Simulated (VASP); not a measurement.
# AlAs5 (F-43m) in VASP: further runs

The runs below take AlAs5 through single point, relaxation of cell and atoms, with PBE.

Program: VASP 6.6.1. These are calculated values, not measurements. Logs are shortened: lines on timing, memory, paths and dates and some standing lists are left out, and cuts for length are marked.

## (1) The cell of the first run

It takes space group F-43m (No. 216, cubic). Conventional cell: a = 7.980 Å, b = 7.980 Å, c = 7.980 Å, α = 90.00°, β = 90.00°, γ = 90.00°. Within 4.4 Å of Al (site symmetry -43m) lie 16 As at 3.31 to 3.46 Å. Within 4.3 Å of As (site symmetry -43m) lie 12 As at 3.31 Å and 4 Al at 3.46 Å. Within 3.7 Å of As (site symmetry 3m) lie 9 As at 2.80 to 3.31 Å and 3 Al at 3.31 Å.

The cell was built from a structure type or drawn by symmetry, and may not be a known phase.

## (2) Single point, PBE

The input, INCAR:

```
PREC     = Accurate       # precision mode
ENCUT    = 520            # plane-wave cutoff, eV
EDIFF    = 1E-7           # SCF threshold, eV
ISMEAR   = 0              # smearing method
SIGMA    = 0.1            # smearing width, eV
LREAL    = F              # projectors in reciprocal space
LASPH    = T              # aspherical terms in the spheres
NELM     = 60             # most SCF steps
ALGO     = Normal         # electronic algorithm
ISIF     = 2              # what is computed and relaxed
LWAVE    = F              # write WAVECAR
LCHARG   = F              # write CHGCAR
GGA      = PE             # functional
NBANDS   = 23             # bands
```

The input, KPOINTS:

```
regular mesh
0
Gamma
  4 4 4
```

The input, POSCAR:

```
AlAs5
1.0
    0.0000000000      3.9898975000      3.9898975000
    3.9898975000      0.0000000000      3.9898975000
    3.9898975000      3.9898975000      0.0000000000
Al As
1 5
Direct
    0.0000000000      0.0000000000      0.0000000000
    0.2500000000      0.2500000000      0.2500000000
    0.1277616000      0.6240794700      0.6240794700
    0.6240794700      0.6240794700      0.6240794700
    0.6240794700      0.6240794700      0.1277616000
    0.6240794700      0.1277616000      0.6240794700
```

Potentials or basis: VASP PAW PBE potentials, release 64 (Al, As).

The run is started by

```sh
$ cat potpaw_PBE.64/Al/POTCAR potpaw_PBE.64/As/POTCAR > POTCAR
$ mpirun -np 1 vasp_std > vasp.out
```

OUTCAR:

```text
PREC = Accurate
   ENCUT = 520
   EDIFF = 1E-7
   ISMEAR = 0
   LREAL = F
   LASPH = T
   NELM = 60
   ISIF = 2
   GGA = PE

 ion  position               nearest neighbor table
   1  0.000  0.000  0.000-
   2  0.250  0.250  0.250-
   3  0.128  0.624  0.624-   4 2.80   5 2.80   6 2.80   6 2.84   5 2.84   4 2.84
   4  0.624  0.624  0.624-   3 2.80   5 2.80   6 2.80   3 2.84   6 2.84   5 2.84
   5  0.624  0.624  0.128-   3 2.80   4 2.80   6 2.80   6 2.84   3 2.84   4 2.84
   6  0.624  0.128  0.624-   3 2.80   4 2.80   5 2.80   3 2.84   5 2.84   4 2.84

  LATTYP: Found a face centered cubic cell.
 ALAT       =     7.9797950000

  Lattice vectors:

 A1 = (   0.0000000000,   3.9898975000,   3.9898975000)
 A2 = (   3.9898975000,   0.0000000000,   3.9898975000)
 A3 = (   3.9898975000,   3.9898975000,   0.0000000000)

Analysis of symmetry for initial positions (statically):
=====================================================================
 Subroutine PRICEL returns:
 Original cell was already a primitive cell.

 Routine SETGRP: Setting up the symmetry group for a
 face centered cubic supercell.

 Subroutine GETGRP returns: Found 24 space group operations
 (whereof 24 operations were pure point group operations)
 out of a pool of 48 trial point group operations.

The static configuration has the point symmetry T_d .

Analysis of symmetry for dynamics (positions and initial velocities):
=====================================================================
 Subroutine PRICEL returns:
 Original cell was already a primitive cell.

 Routine SETGRP: Setting up the symmetry group for a
 face centered cubic supercell.

 Subroutine GETGRP returns: Found 24 space group operations
 (whereof 24 operations were pure point group operations)
 out of a pool of 48 trial point group operations.

The dynamic configuration has the point symmetry T_d .

 Subroutine INISYM returns: Found 24 space group operations
 (whereof 24 operations are pure point group operations),
 and found     1 'primitive' translations

----------------------------------------------------------------------------------------

                                     Primitive cell

  volume of cell :     127.0326

  direct lattice vectors                    reciprocal lattice vectors
     0.000000000  3.989897500  3.989897500    -0.125316502  0.125316502  0.125316502
     3.989897500  0.000000000  3.989897500     0.125316502 -0.125316502  0.125316502
     3.989897500  3.989897500  0.000000000     0.125316502  0.125316502 -0.125316502

  length of vectors
     5.642567157  5.642567157  5.642567157     0.217054549  0.217054549  0.217054549

  position of ions in fractional coordinates (direct lattice)
     0.000000000  0.000000000  0.000000000
     0.250000000  0.250000000  0.250000000
     0.127761600  0.624079470  0.624079470
     0.624079470  0.624079470  0.624079470
     0.624079470  0.624079470  0.127761600
     0.624079470  0.127761600  0.624079470

  ion indices of the primitive-cell ions
   primitive index   ion index
                 1           1
                 2           2
                 3           3
                 4           4
                 5           5
                 6           6

----------------------------------------------------------------------------------------

 KPOINTS: regular mesh

Automatic generation of k-mesh.
 Grid dimensions read from file:
 generate k-points for:    4    4    4

 Generating k-lattice:

  Cartesian coordinates                     Fractional coordinates (reciprocal lattice)
    -0.031329126  0.031329126  0.031329126     0.250000000  0.000000000  0.000000000
     0.031329126 -0.031329126  0.031329126     0.000000000  0.250000000  0.000000000
     0.031329126  0.031329126 -0.031329126     0.000000000  0.000000000  0.250000000

  Length of vectors
     0.054263637  0.054263637  0.054263637

  Shift w.r.t. Gamma in fractional coordinates (k-lattice)
     0.000000000  0.000000000  0.000000000

 Subroutine IBZKPT returns following result:
 ===========================================

 Found      8 irreducible k-points:

 Following reciprocal coordinates:
            Coordinates               Weight
  0.000000  0.000000  0.000000      1.000000
  0.250000  0.000000  0.000000      8.000000
  0.500000  0.000000  0.000000      4.000000
  0.250000  0.250000  0.000000      6.000000
  0.500000  0.250000  0.000000     24.000000
 -0.250000  0.250000  0.000000     12.000000
  0.500000  0.500000  0.000000      3.000000
 -0.250000  0.500000  0.250000      6.000000
   k-points           NKPTS =      8   k-points in BZ     NKDIM =      8   number of bands    NBANDS=     23
   number of dos      NEDOS =    301   number of ions     NIONS =      6
   total plane-waves  NPLWV =  74088
   dimension x,y,z NGX =    42 NGY =   42 NGZ =   42
   dimension x,y,z NGXF=    84 NGYF=   84 NGZF=   84
   ions per type =               1   5
   NGX,Y,Z   is equivalent  to a cutoff of  12.37, 12.37, 12.37 a.u.
   NGXF,Y,Z  is equivalent  to a cutoff of  24.75, 24.75, 24.75 a.u.
 SYSTEM =  unknown system
   PREC   = accura    normal or accurate (medium, high low for compatibility)
   ISTART =      0    job   : 0-new  1-cont  2-samecut
   ICHARG =      2    charge: 1-file 2-atom 10-const
   ISPIN  =      1    spin polarized calculation?
   LNONCOLLINEAR =      F non collinear calculations
   LSORBIT =      F    spin-orbit coupling
   LASPH  =      T    aspherical Exc in radial PAW
   ENCUT  =  520.0 eV  38.22 Ry    6.18 a.u.  10.49 10.49 10.49*2*pi/ulx,y,z
   NELM   =     60;   NELMIN=  2; NELMDL= -5     # of ELM steps
   EDIFF  = 0.1E-06   stopping-criterion for ELM
   LREAL  =      F    real-space projection
   EDIFFG = 0.1E-05   stopping-criterion for IOM
   NSW    =      0    number of steps for IOM
   IBRION =     -1    ionic relax: 0-MD 1-quasi-New 2-CG
   NFREE  =      0    steps in history (QN), initial steepest desc. (CG)
   ISIF   =      2    stress and relaxation
   ISYM   =      2    0-nonsym 1-usesym 2-fastsym
   POTIM  = 0.5000    time-step for ionic-motion
   TEBEG  =    0.0;   TEEND  =   0.0 temperature during run
   PSTRESS=    0.0 pullay stress
   NELECT =      28.0000    total number of electrons
   NUPDOWN=      -1.0000    fix difference up-down
   EMIN   =  10.00;   EMAX   =-10.00  energy-range for DOS
   EFERMI =   0.00;   METHOD = LEGACY
   ISMEAR =     0;   SIGMA  =   0.10  broadening in eV -4-tet -1-fermi 0-gaus
   EFERMI_NEDOS =   21; number of points for ismear=-14 and -15
   IALGO  =     38    algorithm
   IMIX   =      4    mixing-type and parameters
     AMIX     =   0.40;   BMIX     =  1.00
     AMIX_MAG =   1.60;   BMIX_MAG =  1.00
  volume/ion in A,a.u.               =      21.17       142.88
  Fermi-wavevector in a.u.,A,eV,Ry     =   0.988908  1.868765 13.305661  0.977938
  Thomas-Fermi vector in A             =   2.120468
   LORBIT       =      0    0 simple, 1 ext, 2 COOP (PROOUT), +10 PAW based schemes
   GGA     = PE    functional components
   LHFCALC =     F    Hartree Fock is set to
   AEXX    =    0.0000 exact exchange contribution
   IVDW    =     0    specifies the selected vdW correction
   LEPSILON=     F    determine dielectric tensor
   LRPA    =     F    only Hartree local field effects (RPA)
 non-spin polarized calculation
 Gauss-broadening in eV      SIGMA  =   0.10
  energy-cutoff  :      520.00
  volume of cell :      127.03
 maximum number of plane-waves:      3479
 NGX is ok and might be reduce to    42
   NGX = 21   NGY = 21   NGZ = 21

 number of electron      28.0000000 magnetization

 Free energy of the ion-electron system (eV)
  ---------------------------------------------------
  ext. energy  EPLUGINS =         0.00000000
  ---------------------------------------------------
  free energy    TOTEN  =       -24.27800838 eV

  energy without entropy =      -24.25925429  energy(sigma->0) =      -24.26863133

 E-fermi :   5.3224     XC(G=0): -10.1047

 val. band max:        5.2319067395   @ k =   0.2500   0.0000   0.0000
 cond. band min:       5.3323920096   @ k =   0.2500   0.0000   0.0000
 fundamental gap:      0.1004852701
 Fermi energy:         5.3224338972

 k-point     1 :       0.0000    0.0000    0.0000
  band No.  band energies     occupation
      1      -8.9623      2.00000
      2      -4.3958      2.00000
      3      -3.8682      2.00000
      4      -3.8682      2.00000
      5      -3.8682      2.00000
      6      -1.6425      2.00000
[... 15 lines left out ...]
     22      12.1383      0.00000
     23      12.1383      0.00000

 k-point     2 :       0.2500    0.0000    0.0000
  band No.  band energies     occupation
      1      -8.6229      2.00000
      2      -5.4139      2.00000
      3      -4.3786      2.00000
      4      -3.9832      2.00000
      5      -3.9832      2.00000
      6      -0.6773      2.00000
[... 15 lines left out ...]
     22       9.8658      0.00000
     23      11.4468      0.00000

 k-point     3 :       0.5000    0.0000    0.0000
  band No.  band energies     occupation
      1      -8.0132      2.00000
      2      -6.6328      2.00000
      3      -4.4878      2.00000
      4      -4.0850      2.00000
      5      -4.0850      2.00000
      6      -0.4803      2.00000
[... 15 lines left out ...]
     22       9.7291      0.00000
     23      10.2810      0.00000

 k-point     4 :       0.2500    0.2500    0.0000
  band No.  band energies     occupation
      1      -8.5002      2.00000
      2      -5.3733      2.00000
      3      -4.7192      2.00000
      4      -4.1738      2.00000
      5      -4.1738      2.00000
      6      -0.2717      2.00000
[... 15 lines left out ...]
     22       9.6729      0.00000
     23      11.0240      0.00000

 k-point     5 :       0.5000    0.2500    0.0000
  band No.  band energies     occupation
      1      -7.8246      2.00000
      2      -6.5158      2.00000
      3      -5.3169      2.00000
      4      -4.2667      2.00000
      5      -3.9058      2.00000
      6      -0.2780      2.00000
[... 15 lines left out ...]
     22       9.4188      0.00000
     23       9.8990      0.00000

 k-point     6 :      -0.2500    0.2500    0.0000
  band No.  band energies     occupation
      1      -8.1027      2.00000
      2      -6.1304      2.00000
      3      -5.3277      2.00000
      4      -4.0930      2.00000
      5      -3.7693      2.00000
      6      -0.2726      2.00000
[... 15 lines left out ...]
     22       9.4142      0.00000
     23       9.9102      0.00000

 k-point     7 :       0.5000    0.5000    0.0000
  band No.  band energies     occupation
      1      -7.2507      2.00000
      2      -7.1451      2.00000
      3      -5.0520      2.00000
      4      -4.4236      2.00000
      5      -4.4236      2.00000
      6      -0.8225      2.00000
[... 15 lines left out ...]
     22       8.6699      0.00000
     23      10.0667      0.00000

 k-point     8 :      -0.2500    0.5000    0.2500
  band No.  band energies     occupation
      1      -7.2342      2.00000
      2      -7.0448      2.00000
      3      -5.6523      2.00000
      4      -4.5415      2.00000
      5      -3.6760      2.00000
      6       0.0947      2.00000
[... 15 lines left out ...]
     22       8.2650      0.00000
     23       9.5935      0.00000

------------------------ aborting loop because EDIFF is reached ----------------------------------------

  FORCE on cell =-STRESS in cart. coord.  units (eV):
  Direction    XX          YY          ZZ          XY          YZ          ZX
  --------------------------------------------------------------------------------------
  -------------------------------------------------------------------------------------
  Total       -2.8678019     -2.8678019     -2.8678019      0.0000000      0.0000000      0.0000000
  in kB      -36.1696677    -36.1696677    -36.1696677      0.0000000      0.0000000      0.0000000
  external PRESSURE =     -36.1696677 kB  Pullay stress =       0.0000000 kB

 VOLUME and BASIS-vectors are now :
 -----------------------------------------------------------------------------
  energy-cutoff  :      520.00
  volume of cell :      127.03
      direct lattice vectors                 reciprocal lattice vectors
     0.000000000  3.989897500  3.989897500    -0.125316502  0.125316502  0.125316502
     3.989897500  0.000000000  3.989897500     0.125316502 -0.125316502  0.125316502
     3.989897500  3.989897500  0.000000000     0.125316502  0.125316502 -0.125316502

 POSITION                                       TOTAL-FORCE (eV/Angst)
 -----------------------------------------------------------------------------------
      0.00000      0.00000      0.00000        -0.000000     -0.000000     -0.000000
      1.99495      1.99495      1.99495        -0.000000      0.000000     -0.000000
      4.98003      2.99977      2.99977        -0.032688      0.032688      0.032688
      4.98003      4.98003      4.98003        -0.032688     -0.032688     -0.032688
      2.99977      2.99977      4.98003         0.032688      0.032688     -0.032688
      2.99977      4.98003      2.99977         0.032688     -0.032688      0.032688
 -----------------------------------------------------------------------------------
    total drift:                               -0.000016     -0.000016     -0.000016

  FREE ENERGIE OF THE ION-ELECTRON SYSTEM (eV)
  ---------------------------------------------------
  free  energy   TOTEN  =       -24.2780083756 eV

  energy  without entropy=      -24.2592542907  energy(sigma->0) =      -24.26863133
```

It took 20 s on 1 thread of Intel Xeon Platinum 8559C (Emerald Rapids), shared host; peak memory 0.24 GiB.

Results:

```yaml
Free_energy: -24.2780 eV
Pressure: -3.6 GPa
Largest_force: 0.057 eV/Å
Band_gap_on_the_k_mesh: zero (bands 14 and 15 overlap by 1.60 eV)
```

Forces in eV/Å, atoms in the order of the input:
```
Al   0.000  0.000  0.000
As   0.000  0.000  0.000
As  -0.033  0.033  0.033
As  -0.033 -0.033 -0.033
As   0.033  0.033 -0.033
As   0.033 -0.033  0.033
```

Caveat: the cell stands under tension.

## (3) Single point, PBE

This run uses another cell than the first one, of 20.30 Å³/atom.

The input, INCAR:

```
SYSTEM = AlAs5
PREC = Accurate
ENCUT = 520
EDIFF = 1E-6
ISMEAR = 0
SIGMA = 0.1
LREAL = .FALSE.
LASPH = .TRUE.
NELM = 80
ALGO = Normal
ISIF = 2
LWAVE = .FALSE.
LCHARG = .FALSE.
GGA = PE
NBANDS = 23
```

The input, KPOINTS:

```
Automatic mesh
0
G
  8 8 8
  0 0 0
```

The input, POSCAR:

```
AlAs5
1.0
    0.0000000000      3.9340647586      3.9340647586
    3.9340647586      0.0000000000      3.9340647586
    3.9340647586      3.9340647586      0.0000000000
Al As
1 5
Direct
    0.0000000000      0.0000000000      0.0000000000
    0.2500000000      0.2500000000      0.2500000000
    0.1253437270      0.6248854243      0.6248854243
    0.6248854243      0.6248854243      0.6248854243
    0.6248854243      0.6248854243      0.1253437270
    0.6248854243      0.1253437270      0.6248854243
```

Potentials or basis: VASP PAW PBE potentials, release 64 (Al, As).

The run is started by

```sh
$ cat potpaw_PBE.64/Al/POTCAR potpaw_PBE.64/As/POTCAR > POTCAR
$ mpirun -np 1 vasp_std > vasp.out
```

Run time: 46 s. Hardware: 1 thread of Intel Xeon Platinum 8559C (Emerald Rapids), shared host; peak memory 0.27 GiB.

Results (log left out):

```
Free energy            : -23.9140 eV
Pressure               : 0.1 GPa
Band gap on the k mesh : zero (bands 14 and 15 overlap by 1.93 eV)
```

Levels at points of the mesh, in eV from the Fermi level:
| k point | band 10 | band 11 | band 12 | band 13 | band 14 | band 15 | band 16 | band 17 | band 18 | band 19 |
| --- | --- | --- | --- | --- | --- | --- | --- | --- | --- | --- |
| (0.00, 0.00, 0.00) | -3.10 | -3.10 | -2.94 | -1.66 | -1.66 | -1.66 | 3.40 | 3.40 | 3.40 | 3.74 |
| (0.50, 0.00, 0.00) | -2.03 | -2.03 | -1.55 | -1.34 | -1.34 | 0.25 | 0.67 | 1.63 | 1.63 | 3.52 |
| (0.50, 0.50, 0.00) | -2.21 | -1.16 | -1.16 | -0.89 | -0.82 | -0.54 | 0.07 | 0.94 | 1.20 | 1.20 |

## (4) Relaxation of cell and atoms, PBE

The input, INCAR:

```
SYSTEM = AlAs5
  ALGO = Normal
  EDIFF = 1E-6
  EDIFFG = -0.01
  ENCUT = 600
  GGA = PE
  IBRION = 2
  ISIF = 3
  ISMEAR = 0
  LASPH = .True.
  LCHARG = .False.
  LREAL = .False.
  LWAVE = .False.
  NELM = 80
  NSW = 100
  PREC = Accurate
  SIGMA = 0.1
```

The input, KPOINTS:

```
k-points
0
Gamma
  8 8 8
  0 0 0
```

The input, POSCAR:

```
AlAs5
1.0
    0.0000000000      3.9898975000      3.9898975000
    3.9898975000      0.0000000000      3.9898975000
    3.9898975000      3.9898975000      0.0000000000
Al As
1 5
Direct
    0.0000000000      0.0000000000      0.0000000000
    0.2500000000      0.2500000000      0.2500000000
    0.1277616000      0.6240794700      0.6240794700
    0.6240794700      0.6240794700      0.6240794700
    0.6240794700      0.6240794700      0.1277616000
    0.6240794700      0.1277616000      0.6240794700
```

The run is started by

```sh
$ cat potpaw_PBE.64/Al/POTCAR potpaw_PBE.64/As/POTCAR > POTCAR
$ mpirun -np 1 vasp_std > vasp.out
```

Wall time 3.4 min (1 thread of Intel Xeon Platinum 8559C (Emerald Rapids), shared host); peak memory 0.37 GiB.

The run converged. Its results:

```yaml
Free_energy: -23.9144 eV
Relaxed_volume: 20.33 Å³/atom
Relaxed_cell: a = 5.567 Å, b = 5.567 Å, c = 5.567 Å, α = 60.00°, β = 60.00°, γ = 60.00°
Space_group_after_relaxing_to_0.1_Å: F-43m (No. 216)
Energy_gained_by_relaxing: 7.1 meV/atom
Ionic_steps: 8
Pressure_after_relaxing: 0.0 GPa
Band_gap_on_the_k_mesh: zero (bands 14 and 15 overlap by 1.92 eV)
```

The path:
```csv
step,energy change (eV),largest force (eV/Å),pressure (GPa),volume (Å³)
1,0.0000,0.0173,-2.53,127.03
2,-0.0400,0.0440,0.56,120.98
3,-0.0417,0.0396,0.01,121.95
4,-0.0417,0.0392,-0.04,122.05
5,-0.0420,0.0321,-0.05,122.04
6,-0.0424,0.0122,-0.04,122.01
7,-0.0421,0.0261,0.02,121.94
8,-0.0425,0.0001,-0.02,121.98
```

Final structure:
```cif
data_structure
_symmetry_space_group_name_H-M 'P 1'
_symmetry_Int_Tables_number 1
_cell_length_a 5.5668
_cell_length_b 5.5668
_cell_length_c 5.5668
_cell_angle_alpha 60.000
_cell_angle_beta 60.000
_cell_angle_gamma 60.000
_cell_volume 121.98
loop_
_atom_site_label
_atom_site_type_symbol
_atom_site_fract_x
_atom_site_fract_y
_atom_site_fract_z
_atom_site_occupancy
Al1 Al 0.00000 0.00000 0.00000 1
As1 As 0.25000 0.25000 0.25000 1
As2 As 0.12525 0.62492 0.62492 1
As3 As 0.62492 0.62492 0.62492 1
As4 As 0.62492 0.62492 0.12525 1
As5 As 0.62492 0.12525 0.62492 1
```

Levels at points of the mesh, in eV from the Fermi level:
| k point | band 10 | band 11 | band 12 | band 13 | band 14 | band 15 | band 16 | band 17 | band 18 |
| --- | --- | --- | --- | --- | --- | --- | --- | --- | --- |
| (0.00, 0.00, 0.00) | -3.10 | -3.10 | -2.94 | -1.65 | -1.65 | -1.65 | 3.40 | 3.40 | 3.40 |
| (0.50, 0.00, 0.00) | -2.03 | -2.03 | -1.55 | -1.34 | -1.34 | 0.25 | 0.66 | 1.62 | 1.62 |
| (0.50, 0.50, 0.00) | -2.21 | -1.15 | -1.15 | -0.88 | -0.82 | -0.55 | 0.07 | 0.94 | 1.20 |

## (5) The runs side by side

| task | cell | k mesh | cutoff (eV) | gap on the mesh (eV) | pressure (GPa) |
| --- | --- | --- | --- | --- | --- |
| single point | a = 5.643 Å, angles 60.0°, 6 atoms | 4 × 4 × 4 | 520 | none | -3.6 |
| single point | a = 5.564 Å, angles 60.0°, 6 atoms | 8 × 8 × 8 | 520 | none | 0.1 |
| relaxation of cell and atoms | relaxed from a = 5.643 Å, angles 60.0°, 6 atoms | 8 × 8 × 8 | 600 | none | 0.0 |

Alike in all rows: level PBE; potentials or basis VASP PAW PBE potentials, release 64 (Al, As); no spin polarisation; smearing gaussian 0.1 eV.

Caveats: the cell stands under tension (at least some runs).

Total energies depend on the potentials used, so only differences within one code and one set of settings carry meaning.
